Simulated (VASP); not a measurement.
Crystal: NaH.

```
Na H
1.0
     2.93239    0.00000    0.00000
     0.00000    2.93239    0.00000
     0.00000    0.00000    2.93239
Na H
1 1
Direct
  0.00000 0.00000 0.00000
  0.50000 0.50000 0.50000
```

Base run:

```yaml
Program: VASP 6.6.1
Functional: PBE
Potentials_or_basis: VASP PAW PBE potentials, release 64 (Na_pv, H)
Cutoff: 520 eV
k_mesh: 8 × 8 × 8
Occupations: gaussian, width 0.01 eV
Spin: no spin polarisation
```

Its results: band gap on the k mesh 1.03 eV, indirect (least direct gap 4.50 eV); pressure 0.8 GPa.

Question: The run is repeated on the same cell with these changes: functional from PBE to r2SCAN. What comes out?

Answer: Band gap on the k mesh 1.61 eV, indirect (least direct gap 5.17 eV); pressure -0.3 GPa.

r2SCAN gives the wider gap, since meta-GGAs in the generalised Kohn-Sham scheme recover part of the derivative discontinuity.

Caveats: the PAW data sets were made with another functional, which shifts forces and pressure a little (some runs).

A k mesh can miss the band edges.
